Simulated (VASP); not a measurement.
# Ga (Im-3m) in VASP: further runs

The runs below take Ga through single point, with LDA.

Program: VASP 6.6.1. These are calculated values, not measurements. Logs are shortened: lines on timing, memory, paths and dates and some standing lists are left out, and cuts for length are marked.

## 1. The cell of the first run

Symmetry: Im-3m, No. 229, cubic system. Conventional cell: a = 3.348 Å, b = 3.348 Å, c = 3.348 Å, α = 90.00°, β = 90.00°, γ = 90.00°. Within 3.8 Å of Ga (site symmetry m-3m) lie 14 Ga at 2.90 to 3.35 Å.

This isn't the form of Ga at room conditions, which is orthorhombic.

## 2. Single point, LDA (18.77 Å³/atom)

Contents of INCAR:

```
SYSTEM = Ga
PREC = Accurate
ENCUT = 520
EDIFF = 1E-6
ISMEAR = -1
SIGMA = 0.1
LREAL = .False.
LASPH = .True.
NELM = 100
ALGO = Normal
ISIF = 2
LWAVE = .False.
LCHARG = .False.
GGA = CA
NBANDS = 12
```

Contents of KPOINTS:

```
regular mesh
0
Gamma
  15 15 15
  0 0 0
```

Contents of POSCAR:

```
Ga
1.0
   -1.6742136066      1.6742136066      1.6742136066
    1.6742136066     -1.6742136066      1.6742136066
    1.6742136066      1.6742136066     -1.6742136066
Ga
1
Direct
    0.0000000000      0.0000000000      0.0000000000
```

Potentials or basis: VASP PAW LDA potentials, release 64 (Ga_d).

On the command line:

```sh
cat potpaw_LDA.64/Ga_d/POTCAR > POTCAR
mpirun -np 1 vasp_std > vasp.out
```

OUTCAR:

```text
SYSTEM = Ga
   PREC = Accurate
   ENCUT = 520
   EDIFF = 1E-6
   ISMEAR = -1
   LREAL = .False.
   LASPH = .True.
   NELM = 100
   ISIF = 2
   GGA = CA

 ion  position               nearest neighbor table
   1  0.000  0.000  0.000-

  LATTYP: Found a body centered cubic cell.
 ALAT       =     3.3484272132

  Lattice vectors:

 A1 = (  -1.6742136066,   1.6742136066,   1.6742136066)
 A2 = (   1.6742136066,  -1.6742136066,   1.6742136066)
 A3 = (   1.6742136066,   1.6742136066,  -1.6742136066)

Analysis of symmetry for initial positions (statically):
=====================================================================
 Subroutine PRICEL returns:
 Original cell was already a primitive cell.

 Routine SETGRP: Setting up the symmetry group for a
 body centered cubic supercell.

 Subroutine GETGRP returns: Found 48 space group operations
 (whereof 48 operations were pure point group operations)
 out of a pool of 48 trial point group operations.

The static configuration has the point symmetry O_h .

Analysis of symmetry for dynamics (positions and initial velocities):
=====================================================================
 Subroutine PRICEL returns:
 Original cell was already a primitive cell.

 Routine SETGRP: Setting up the symmetry group for a
 body centered cubic supercell.

 Subroutine GETGRP returns: Found 48 space group operations
 (whereof 48 operations were pure point group operations)
 out of a pool of 48 trial point group operations.

The dynamic configuration has the point symmetry O_h .

 Subroutine INISYM returns: Found 48 space group operations
 (whereof 48 operations are pure point group operations),
 and found     1 'primitive' translations

----------------------------------------------------------------------------------------

                                     Primitive cell

  volume of cell :      18.7712

  direct lattice vectors                    reciprocal lattice vectors
    -1.674213607  1.674213607  1.674213607     0.000000000  0.298647674  0.298647674
     1.674213607 -1.674213607  1.674213607     0.298647674  0.000000000  0.298647674
     1.674213607  1.674213607 -1.674213607     0.298647674  0.298647674  0.000000000

  length of vectors
     2.899823029  2.899823029  2.899823029     0.422351591  0.422351591  0.422351591

[... 70 lines left out ...]
   ISTART =      0    job   : 0-new  1-cont  2-samecut
   ICHARG =      2    charge: 1-file 2-atom 10-const
   ISPIN  =      1    spin polarized calculation?
   LNONCOLLINEAR =      F non collinear calculations
   LSORBIT =      F    spin-orbit coupling
   LASPH  =      T    aspherical Exc in radial PAW
   ENCUT  =  520.0 eV  38.22 Ry    6.18 a.u.   5.39  5.39  5.39*2*pi/ulx,y,z
   NELM   =    100;   NELMIN=  2; NELMDL= -5     # of ELM steps
   EDIFF  = 0.1E-05   stopping-criterion for ELM
   LREAL  =      F    real-space projection
[... 7 lines left out ...]
   TEBEG  =    0.0;   TEEND  =   0.0 temperature during run
   PSTRESS=    0.0 pullay stress
   NELECT =      13.0000    total number of electrons
   NUPDOWN=      -1.0000    fix difference up-down
   EMIN   =  10.00;   EMAX   =-10.00  energy-range for DOS
   EFERMI =   0.00;   METHOD = LEGACY
   ISMEAR =    -1;   SIGMA  =   0.10  broadening in eV -4-tet -1-fermi 0-gaus
   EFERMI_NEDOS =   21; number of points for ismear=-14 and -15
   IALGO  =     38    algorithm
   IMIX   =      4    mixing-type and parameters
     AMIX     =   0.40;   BMIX     =  1.00
     AMIX_MAG =   1.60;   BMIX_MAG =  1.00
  volume/ion in A,a.u.               =      18.77       126.67
  Fermi-wavevector in a.u.,A,eV,Ry     =   1.448411  2.737100 28.543578  2.097894
  Thomas-Fermi vector in A             =   2.566255
   LORBIT       =      0    0 simple, 1 ext, 2 COOP (PROOUT), +10 PAW based schemes
   GGA     = CA    functional components
   LHFCALC =     F    Hartree Fock is set to
   AEXX    =    0.0000 exact exchange contribution
   IVDW    =     0    specifies the selected vdW correction
   LEPSILON=     F    determine dielectric tensor
   LRPA    =     F    only Hartree local field effects (RPA)
 non-spin polarized calculation
  energy-cutoff  :      520.00
  volume of cell :       18.77
 maximum number of plane-waves:       531
 NGX is ok and might be reduce to    24
   NGX = 11   NGY = 11   NGZ = 11

 number of electron      12.9999996 magnetization

 Free energy of the ion-electron system (eV)
  ---------------------------------------------------
  ext. energy  EPLUGINS =         0.00000000
  ---------------------------------------------------
  free energy    TOTEN  =        -3.52612614 eV

  energy without entropy =       -3.51186128  energy(sigma->0) =       -3.51899371

 E-fermi :   5.3298     XC(G=0): -11.3570

 val. band max:        5.3166882327   @ k =  -0.4000  -0.4000   0.1333
 cond. band min:       5.3308125568   @ k =  -0.4667  -0.4667   0.3333
 fundamental gap:      0.0141243242
 Fermi energy:         5.3298332184

 k-point     1 :       0.0000    0.0000    0.0000
  band No.  band energies     occupation
      1      -9.6704      2.00000
      2      -9.6704      2.00000
      3      -9.6704      2.00000
      4      -9.4799      2.00000
      5      -9.4799      2.00000
      6      -5.7322      2.00000
      7      17.7888      0.00000
      8      17.7888      0.00000
      9      17.7888      0.00000
     10      22.5985      0.00000
     11      22.5985      0.00000
     12      22.5985      0.00000
[... 331 lines left out ...]
 k-point    24 :       0.4000    0.2000    0.0000
  band No.  band energies     occupation
      1      -9.7330      2.00000
      2      -9.6565      2.00000
      3      -9.5133      2.00000
      4      -9.4893      2.00000
      5      -9.4156      2.00000
      6       1.4914      2.00000
      7       2.5410      2.00000
      8       7.5853      0.00000
      9      12.7727      0.00000
     10      19.2170      0.00000
     11      23.0191      0.00000
     12      24.6981      0.00000

 [... further k-points ...]
[... 5 lines left out ...]
  --------------------------------------------------------------------------------------
  -------------------------------------------------------------------------------------
  Total       -0.4816985     -0.4816985     -0.4816985      0.0000000     -0.0000000      0.0000000
  in kB      -41.1143384    -41.1143384    -41.1143384      0.0000000     -0.0000000      0.0000000
  external PRESSURE =     -41.1143384 kB  Pullay stress =       0.0000000 kB

 VOLUME and BASIS-vectors are now :
 -----------------------------------------------------------------------------
  energy-cutoff  :      520.00
  volume of cell :       18.77
      direct lattice vectors                 reciprocal lattice vectors
    -1.674213607  1.674213607  1.674213607     0.000000000  0.298647674  0.298647674
     1.674213607 -1.674213607  1.674213607     0.298647674  0.000000000  0.298647674
     1.674213607  1.674213607 -1.674213607     0.298647674  0.298647674  0.000000000

 POSITION                                       TOTAL-FORCE (eV/Angst)
 -----------------------------------------------------------------------------------
      0.00000      0.00000      0.00000        -0.000000      0.000000     -0.000000
 -----------------------------------------------------------------------------------
    total drift:                                0.000000      0.000000     -0.000000

  FREE ENERGIE OF THE ION-ELECTRON SYSTEM (eV)
  ---------------------------------------------------
  free  energy   TOTEN  =        -3.5261261449 eV

  energy  without entropy=       -3.5118612750  energy(sigma->0) =       -3.51899371
```

OSZICAR:

```text
N       E                     dE             d eps       ncg     rms          rms(c)
DAV:   1     0.456098343032E+02    0.45610E+02   -0.67357E+03  3016   0.188E+03
DAV:   2    -0.118885673477E+01   -0.46799E+02   -0.44980E+02  3020   0.272E+02
DAV:   3    -0.354022429729E+01   -0.23514E+01   -0.23453E+01  3360   0.472E+01
DAV:   4    -0.356040294983E+01   -0.20179E-01   -0.20176E-01  3248   0.471E+00
DAV:   5    -0.356061781318E+01   -0.21486E-03   -0.21486E-03  3440   0.471E-01    0.807E-01
DAV:   6    -0.353336542366E+01    0.27252E-01   -0.40313E-02  3456   0.397E+00    0.382E-01
DAV:   7    -0.352688153220E+01    0.64839E-02   -0.68332E-03  3992   0.125E+00    0.105E-01
DAV:   8    -0.352612800044E+01    0.75353E-03   -0.67874E-04  3820   0.444E-01    0.762E-03
DAV:   9    -0.352612601951E+01    0.19809E-05   -0.50042E-06  3636   0.359E-02    0.302E-03
DAV:  10    -0.352612614488E+01   -0.12536E-06   -0.22228E-07  2252   0.634E-03
   1 F= -.35261261E+01 E0= -.35189937E+01  d E =-.142649E-01
```

It took 24 s on 1 thread of Intel Xeon 8259CL, shared host; peak memory 0.14 GiB.

Results:

```yaml
Free_energy: -3.5261 eV
Pressure: -4.1 GPa
Band_gap_on_the_k_mesh: zero (an odd number of electrons rules out a gap without spin polarisation)
```

Levels at points of the mesh, in eV from the Fermi level:
| k point | band 4 | band 5 | band 6 | band 7 | band 8 | band 9 |
| --- | --- | --- | --- | --- | --- | --- |
| (0.00, 0.00, 0.00) | -14.81 | -14.81 | -11.06 | 12.46 | 12.46 | 12.46 |

Caveat: the cell stands under tension.

## 3. Single point, LDA (19.47 Å³/atom)

This run uses another cell than the first one, of 19.47 Å³/atom.

Contents of INCAR:

```
ALGO     = Normal         # electronic algorithm
EDIFF    = 1E-7           # SCF threshold, eV
ENCUT    = 520            # plane-wave cutoff, eV
ISIF     = 2              # what is computed and relaxed
ISMEAR   = -1             # smearing method
LASPH    = True           # aspherical terms in the spheres
LCHARG   = False          # write CHGCAR
LREAL    = False          # projectors in reciprocal space
LWAVE    = False          # write WAVECAR
NBANDS   = 12             # bands
NELM     = 100            # most SCF steps
PREC     = Accurate       # precision mode
SIGMA    = 0.1            # smearing width, eV
```

Contents of KPOINTS:

```
k-points
0
Gamma
  15 15 15
```

Contents of POSCAR:

```
Ga
1.0
   -1.6946328581      1.6946328581      1.6946328581
    1.6946328581     -1.6946328581      1.6946328581
    1.6946328581      1.6946328581     -1.6946328581
Ga
1
Direct
    0.0000000000      0.0000000000      0.0000000000
```

Potentials or basis: VASP PAW LDA potentials, release 64 (Ga_d).

On the command line:

```sh
cat potpaw_LDA.64/Ga_d/POTCAR > POTCAR
mpirun -np 1 vasp_std > vasp.out
```

OUTCAR:

```text
EDIFF = 1E-7
   ENCUT = 520
   ISIF = 2
   ISMEAR = -1
   LASPH = True
   LREAL = False
   NELM = 100
   PREC = Accurate

 ion  position               nearest neighbor table
   1  0.000  0.000  0.000-

  LATTYP: Found a body centered cubic cell.
 ALAT       =     3.3892657162

  Lattice vectors:

 A1 = (  -1.6946328581,   1.6946328581,   1.6946328581)
 A2 = (   1.6946328581,  -1.6946328581,   1.6946328581)
 A3 = (   1.6946328581,   1.6946328581,  -1.6946328581)

Analysis of symmetry for initial positions (statically):
=====================================================================
 Subroutine PRICEL returns:
 Original cell was already a primitive cell.

 Routine SETGRP: Setting up the symmetry group for a
 body centered cubic supercell.

 Subroutine GETGRP returns: Found 48 space group operations
 (whereof 48 operations were pure point group operations)
 out of a pool of 48 trial point group operations.

The static configuration has the point symmetry O_h .

Analysis of symmetry for dynamics (positions and initial velocities):
[... 159 lines left out ...]
 val. band max:        4.9515967790   @ k =  -0.4000   0.4000   0.2000
 cond. band min:       5.0083256159   @ k =   0.2000   0.2000   0.2000
 fundamental gap:      0.0567288369
 Fermi energy:         4.9951688780

 k-point     1 :       0.0000    0.0000    0.0000
  band No.  band energies     occupation
      1      -9.9726      2.00000
      2      -9.9726      2.00000
      3      -9.9726      2.00000
      4      -9.7980      2.00000
      5      -9.7980      2.00000
      6      -5.7935      2.00000
      7      17.0214      0.00000
      8      17.0214      0.00000
      9      17.0214      0.00000
     10      21.9003      0.00000
     11      21.9003      0.00000
     12      21.9003      0.00000
[... 331 lines left out ...]
 k-point    24 :       0.4000    0.2000    0.0000
  band No.  band energies     occupation
      1     -10.0277      2.00000
      2      -9.9564      2.00000
      3      -9.8281      2.00000
      4      -9.8066      2.00000
      5      -9.7387      2.00000
      6       1.1458      2.00000
      7       2.3411      2.00000
      8       7.2051      0.00000
      9      12.2610      0.00000
     10      18.5495      0.00000
     11      22.2280      0.00000
     12      23.9862      0.00000

 [... further k-points ...]
[... 5 lines left out ...]
  --------------------------------------------------------------------------------------
  -------------------------------------------------------------------------------------
  Total       -0.6677212     -0.6677212     -0.6677212      0.0000000      0.0000000      0.0000000
  in kB      -54.9564801    -54.9564801    -54.9564801      0.0000000      0.0000000      0.0000000
  external PRESSURE =     -54.9564801 kB  Pullay stress =       0.0000000 kB

 VOLUME and BASIS-vectors are now :
 -----------------------------------------------------------------------------
  energy-cutoff  :      520.00
  volume of cell :       19.47
      direct lattice vectors                 reciprocal lattice vectors
    -1.694632858  1.694632858  1.694632858     0.000000000  0.295049159  0.295049159
     1.694632858 -1.694632858  1.694632858     0.295049159  0.000000000  0.295049159
     1.694632858  1.694632858 -1.694632858     0.295049159  0.295049159  0.000000000

 POSITION                                       TOTAL-FORCE (eV/Angst)
 -----------------------------------------------------------------------------------
      0.00000      0.00000      0.00000         0.000000     -0.000000      0.000000
 -----------------------------------------------------------------------------------
    total drift:                               -0.000000      0.000000      0.000000

  FREE ENERGIE OF THE ION-ELECTRON SYSTEM (eV)
  ---------------------------------------------------
  free  energy   TOTEN  =        -3.5053001782 eV

  energy  without entropy=       -3.4905820641  energy(sigma->0) =       -3.49794112
```

It took 26 s on 1 thread of Intel Xeon 8259CL, shared host; peak memory 0.14 GiB.

What came out:

| Item | Value |
| --- | --- |
| Free energy | -3.5053 eV |
| Pressure | -5.5 GPa |
| Band gap on the k mesh | zero (an odd number of electrons rules out a gap without spin polarisation) |

Levels at points of the mesh, in eV from the Fermi level:
| k point | band 4 | band 5 | band 6 | band 7 | band 8 | band 9 |
| --- | --- | --- | --- | --- | --- | --- |
| (0.00, 0.00, 0.00) | -14.79 | -14.79 | -10.79 | 12.03 | 12.03 | 12.03 |

Caveat: the cell stands under tension.
